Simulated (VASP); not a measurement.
# Ti5B7N12 in VASP: further runs

The runs below take Ti5B7N12 through single point, with PBE.

Everything below comes from runs of VASP 6.6.1. Logs are shortened: lines on timing, memory, paths and dates and some standing lists are left out, and cuts for length are marked.

## 1. The cell of the first run

The cell holds a disordered packing, 24 atoms: a = 5.963 Å, b = 5.774 Å, c = 6.615 Å, α = 87.16°, β = 85.76°, γ = 93.21°.

## 2. Single point, PBE

INCAR

```
SYSTEM = Ti5B7N12
ALGO     = Normal         ! electronic algorithm
EDIFF    = 1E-6           ! SCF threshold, eV
ENCUT    = 520            ! plane-wave cutoff, eV
GGA      = PE             ! functional
GGA_COMPAT= .FALSE.      
ISIF     = 2              ! what is computed and relaxed
ISMEAR   = 0              ! smearing method
LASPH    = .TRUE.         ! aspherical terms in the spheres
LCHARG   = .FALSE.        ! write CHGCAR
LREAL    = .FALSE.        ! projectors in reciprocal space
LWAVE    = .FALSE.        ! write WAVECAR
NBANDS   = 88             ! bands
NELM     = 120            ! most SCF steps
PREC     = Accurate       ! precision mode
SIGMA    = 0.1            ! smearing width, eV
```

KPOINTS

```
k-points
0
G
  6 6 5
  0 0 0
```

POSCAR

```
Ti5B7N12
1.0
    5.9559350000     -0.1610430000      0.2372050000
   -0.1741260000      5.7691280000      0.1528090000
    0.2310580000      0.1600450000      6.6089720000
Ti N B
5 12 7
Direct
    0.2521986756      0.3292566264      0.3070239071
    0.6979374097      0.2820414480      0.4802915084
    0.5554532554      0.7591758719      0.3713984179
    0.2777250493      0.6412547290      0.7680952222
    0.6725625103      0.4402289895      0.0566308011
    0.7742138201      0.8646640505      0.5829117775
    0.6557141150      0.7919626320      0.0629757226
    0.3352326622      0.3937474872      0.0042768186
    0.5576430666      0.5086591690      0.6437265465
    0.5009486678      0.1227679548      0.3255780695
    0.9474671646      0.5358095887      0.7906772855
    0.3661732475      0.9864734376      0.8457758272
    0.8004518703      0.1373922441      0.9300558650
    0.8740078651      0.5084286858      0.2793874589
    0.2354238815      0.6510054599      0.4242468419
    0.0354724614      0.2032431950      0.5539492994
    0.0053860783      0.9460815551      0.2472218123
    0.7707903259      0.6393799299      0.6845392630
    0.0426264122      0.6935189879      0.3111247245
    0.8446307709      0.9619166040      0.0914975577
    0.9594301994      0.9957834459      0.4753039709
    0.2569875379      0.2039834882      0.8811151557
    0.9991288016      0.2717411788      0.7760909214
    0.5867183063      0.9722081586      0.9182226744
```

Potentials or basis: VASP PAW PBE potentials, release 64 (Ti_sv, N, B).

Command:

```sh
> cat potpaw_PBE.64/Ti_sv/POTCAR potpaw_PBE.64/N/POTCAR potpaw_PBE.64/B/POTCAR > POTCAR
> mpirun -np 1 vasp_std > vasp.out
```

OUTCAR:

```text
SYSTEM = Ti5B7N12
   EDIFF = 1E-6
   ENCUT = 520
   GGA = PE
   ISIF = 2
   ISMEAR = 0
   LASPH = .TRUE.
   LREAL = .FALSE.
   NELM = 120
   PREC = Accurate

 ion  position               nearest neighbor table
   1  0.252  0.329  0.307-  10 1.96   8 2.04  15 2.05  16 2.08  19 2.51
   2  0.698  0.282  0.480-  10 1.85   9 1.93  14 2.01  16 2.17  21 2.33
   3  0.555  0.759  0.371-  15 1.97   6 2.07   7 2.08  10 2.15   9 2.25   5 2.92
   4  0.278  0.641  0.768-   9 2.01  11 2.02   8 2.12  12 2.13  15 2.31
   5  0.673  0.440  0.057-  14 2.01   7 2.04   8 2.07  13 2.13  11 2.34   3 2.92
   6  0.774  0.865  0.583-  21 1.43  18 1.43   3 2.07
   7  0.656  0.792  0.063-  24 1.48  20 1.48   5 2.04   3 2.08
   8  0.335  0.394  0.004-  22 1.47   1 2.04   5 2.07   4 2.12
   9  0.558  0.509  0.644-  18 1.49   2 1.93   4 2.01   3 2.25
  10  0.501  0.123  0.326-   2 1.85   1 1.96   3 2.15
  11  0.947  0.536  0.791-  18 1.45  23 1.58   4 2.02   5 2.34
  12  0.366  0.986  0.846-  24 1.44  22 1.47   4 2.13
  13  0.800  0.137  0.930-  20 1.48  24 1.56  23 1.64   5 2.13
  14  0.874  0.508  0.279-  19 1.46   5 2.01   2 2.01
  15  0.235  0.651  0.424-  19 1.44   3 1.97   1 2.05   4 2.31
  16  0.035  0.203  0.554-  21 1.40  23 1.54   1 2.08   2 2.17
  17  0.005  0.946  0.247-  20 1.46  19 1.53  21 1.56
  18  0.771  0.639  0.685-   6 1.43  11 1.45   9 1.49
  19  0.043  0.694  0.311-  15 1.44  14 1.46  17 1.53  21 2.16   1 2.51
  20  0.845  0.962  0.091-  17 1.46   7 1.48  13 1.48  24 1.99
  21  0.959  0.996  0.475-  16 1.40   6 1.43  17 1.56  19 2.16   2 2.33
  22  0.257  0.204  0.881-  12 1.47   8 1.47  23 1.79
  23  0.999  0.272  0.776-  16 1.54  11 1.58  13 1.64  22 1.79
  24  0.587  0.972  0.918-  12 1.44   7 1.48  13 1.56  20 1.99

  LATTYP: Found a triclinic cell.
 ALAT       =     5.9628317756
 B/A-ratio  =     1.5475235872
 C/A-ratio  =     0.9682945731
 COS(alpha) =     0.0006928996
 COS(beta)  =     0.0560564112
 COS(gamma) =     0.6992276378

  Lattice vectors:

 A1 = (   5.9559350000,  -0.1610430000,   0.2372050000)
 A2 = (   6.1869930000,  -0.0009980000,   6.8461770000)
 A3 = (   0.1741260000,  -5.7691280000,  -0.1528090000)

Analysis of symmetry for initial positions (statically):
=====================================================================
 Subroutine PRICEL returns:
 Original cell was already a primitive cell.

 Routine SETGRP: Setting up the symmetry group for a
 triclinic supercell.

 Subroutine GETGRP returns: Found  1 space group operations
 (whereof  1 operations were pure point group operations)
 out of a pool of  2 trial point group operations.
[... 165 lines left out ...]
   ISIF   =      2    stress and relaxation
   ISYM   =      2    0-nonsym 1-usesym 2-fastsym
   POTIM  = 0.5000    time-step for ionic-motion
   TEBEG  =    0.0;   TEEND  =   0.0 temperature during run
   PSTRESS=    0.0 pullay stress
   NELECT =     141.0000    total number of electrons
   NUPDOWN=      -1.0000    fix difference up-down
   EMIN   =  10.00;   EMAX   =-10.00  energy-range for DOS
   EFERMI =   0.00;   METHOD = LEGACY
   ISMEAR =     0;   SIGMA  =   0.10  broadening in eV -4-tet -1-fermi 0-gaus
   EFERMI_NEDOS =   21; number of points for ismear=-14 and -15
   IALGO  =     38    algorithm
   IMIX   =      4    mixing-type and parameters
     AMIX     =   0.40;   BMIX     =  1.00
     AMIX_MAG =   1.60;   BMIX_MAG =  1.00
  volume/ion in A,a.u.               =       9.43        63.67
  Fermi-wavevector in a.u.,A,eV,Ry     =   1.397990  2.641819 26.590918  1.954377
  Thomas-Fermi vector in A             =   2.521192
   LORBIT       =      0    0 simple, 1 ext, 2 COOP (PROOUT), +10 PAW based schemes
   GGA     = PE    functional components
   LHFCALC =     F    Hartree Fock is set to
   AEXX    =    0.0000 exact exchange contribution
   IVDW    =     0    specifies the selected vdW correction
   LEPSILON=     F    determine dielectric tensor
   LRPA    =     F    only Hartree local field effects (RPA)
 non-spin polarized calculation
 Gauss-broadening in eV      SIGMA  =   0.10
  energy-cutoff  :      520.00
  volume of cell :      226.43
 maximum number of plane-waves:      6125
 NGX is ok and might be reduce to    48
   NGX = 23   NGY = 21   NGZ = 25

 number of electron     141.0000001 magnetization

 Free energy of the ion-electron system (eV)
  ---------------------------------------------------
  ext. energy  EPLUGINS =         0.00000000
  ---------------------------------------------------
  free energy    TOTEN  =      -206.48667945 eV

  energy without entropy =     -206.44492603  energy(sigma->0) =     -206.46580274

 E-fermi :   7.2730     XC(G=0): -11.3681

 val. band max:        7.2670905200   @ k =   0.1667   0.3333   0.4000
 cond. band min:       7.2730552262   @ k =   0.5000   0.0000   0.2000
 fundamental gap:      0.0059647062
 Fermi energy:         7.2729898898

 k-point     1 :       0.0000    0.0000    0.0000
  band No.  band energies     occupation
      1     -51.1416      2.00000
      2     -50.6660      2.00000
      3     -50.5902      2.00000
      4     -50.5297      2.00000
      5     -50.4620      2.00000
      6     -27.5266      2.00000
[... 2029 lines left out ...]
     81       8.9239      0.00000
     82       8.9816      0.00000

 [... further k-points ...]

 [bands above 82 left out]

------------------------ aborting loop because EDIFF is reached ----------------------------------------

  FORCE on cell =-STRESS in cart. coord.  units (eV):
  Direction    XX          YY          ZZ          XY          YZ          ZX
  --------------------------------------------------------------------------------------
  -------------------------------------------------------------------------------------
  Total       -0.1941028      0.1955039      0.7182004     -0.1087715      0.1716431      0.3014486
  in kB       -1.3734458      1.3833591      5.0818897     -0.7696524      1.2145236      2.1330097
  external PRESSURE =       1.6972677 kB  Pullay stress =       0.0000000 kB

 VOLUME and BASIS-vectors are now :
 -----------------------------------------------------------------------------
  energy-cutoff  :      520.00
  volume of cell :      226.43
      direct lattice vectors                 reciprocal lattice vectors
     5.955935000 -0.161043000  0.237205000     0.168280754  0.005238307 -0.006010160
    -0.174126000  5.769128000  0.152809000     0.004868170  0.173599213 -0.004374132
     0.231058000  0.160045000  6.608972000    -0.006152384 -0.004201875  0.151626311

 POSITION                                       TOTAL-FORCE (eV/Angst)
 -----------------------------------------------------------------------------------
      1.51569      1.90805      2.13925         0.032509      0.014036      0.035610
      4.21873      1.59160      3.38289         0.023726      0.053938      0.015838
      3.26187      4.34977      2.70233         0.036554      0.012937     -0.057721
      1.71993      3.77768      5.24019        -0.082915     -0.005795      0.015196
      3.94217      2.44049      0.60108         0.052096      0.006628     -0.048350
      4.59529      4.95697      4.16822         0.016862     -0.000083     -0.046656
[... 16 lines left out ...]
      6.08275      1.53102      5.40769        -0.030260     -0.002288     -0.005929
      3.53733      5.66126      6.35624        -0.001462     -0.008267     -0.004272
 -----------------------------------------------------------------------------------
    total drift:                                0.000074     -0.000601     -0.000362

  FREE ENERGIE OF THE ION-ELECTRON SYSTEM (eV)
  ---------------------------------------------------
  free  energy   TOTEN  =      -206.4866794499 eV

  energy  without entropy=     -206.4449260264  energy(sigma->0) =     -206.46580274
```

OSZICAR:

```text
N       E                     dE             d eps       ncg     rms          rms(c)
DAV:   1     0.192266896664E+04    0.19227E+04   -0.67024E+04 16192   0.178E+03
DAV:   2     0.150529449789E+03   -0.17721E+04   -0.16857E+04 16216   0.549E+02
DAV:   3    -0.219229232569E+03   -0.36976E+03   -0.35730E+03 21856   0.218E+02
[... 13 lines left out ...]
DAV:  17    -0.206486667208E+03   -0.20130E-04   -0.25656E-04 23776   0.117E-01    0.337E-02
DAV:  18    -0.206486674765E+03   -0.75578E-05   -0.87580E-05 23408   0.521E-02    0.104E-02
DAV:  19    -0.206486677728E+03   -0.29625E-05   -0.12156E-05 22080   0.162E-02    0.484E-03
DAV:  20    -0.206486678907E+03   -0.11791E-05   -0.20662E-06 12424   0.791E-03    0.235E-03
DAV:  21    -0.206486679450E+03   -0.54290E-06   -0.85157E-07 10304   0.506E-03
   1 F= -.20648668E+03 E0= -.20646580E+03  d E =-.417534E-01
```

stdout:

```text
POSCAR found type information on POSCAR TiN B
 POSCAR found :  3 types and      24 ions
 scaLAPACK will be used
 -----------------------------------------------------------------------------
|                                                                             |
|                                                                             |
|     You have a (more or less) 'large supercell' and for larger cells it     |
|     might be more efficient to use real-space projection operators.         |
|     Therefore, try LREAL= Auto in the INCAR file.                           |
|     Mind: For very accurate calculation, you might also keep the            |
|     reciprocal projection scheme (i.e. LREAL=.FALSE.).                      |
|                                                                             |
 -----------------------------------------------------------------------------

 LDA part: xc-table for (Slater+PW92), standard interpolation
 POSCAR, INCAR and KPOINTS ok, starting setup
 FFT: planning ... GRIDC
 FFT: planning ... GRID_SOFT
 FFT: planning ... GRID
 WAVECAR not read
 entering main loop
```

It took 33 min on 1 thread of Intel Xeon 6975P-C (Granite Rapids), shared host; peak memory 1.2 GiB.

What came out:

```
Free energy            : -206.4867 eV
Pressure               : 0.2 GPa
Largest force          : 0.112 eV/Å
Band gap on the k mesh : zero (an odd number of electrons rules out a gap without spin polarisation)
```

Forces in eV/Å, atoms in the order of the input:
```
Ti   0.033  0.014  0.036
Ti   0.024  0.054  0.016
Ti   0.037  0.013 -0.058
Ti  -0.083 -0.006  0.015
Ti   0.052  0.007 -0.048
N    0.017  0.000 -0.047
N    0.008 -0.003  0.023
N    0.000 -0.082  0.014
N   -0.014 -0.058 -0.046
N   -0.049 -0.029  0.012
N   -0.004  0.029 -0.066
N    0.005  0.027 -0.009
N    0.061  0.069 -0.047
N   -0.019 -0.027  0.080
N    0.006 -0.014  0.014
N    0.017 -0.004  0.051
N   -0.008 -0.004 -0.014
B   -0.031 -0.039  0.100
B   -0.017  0.030 -0.001
B    0.023 -0.008  0.011
B   -0.012  0.025 -0.001
B   -0.013  0.018 -0.026
B   -0.030 -0.002 -0.006
B   -0.001 -0.008 -0.004
```

Caveat: an odd number of electrons without spin polarisation forces a metal; a magnetic or distorted state may lie lower.

(Continued in part 2 of 3.)

The gap in the log of VASP goes by the Fermi energy; the results here count the filled bands.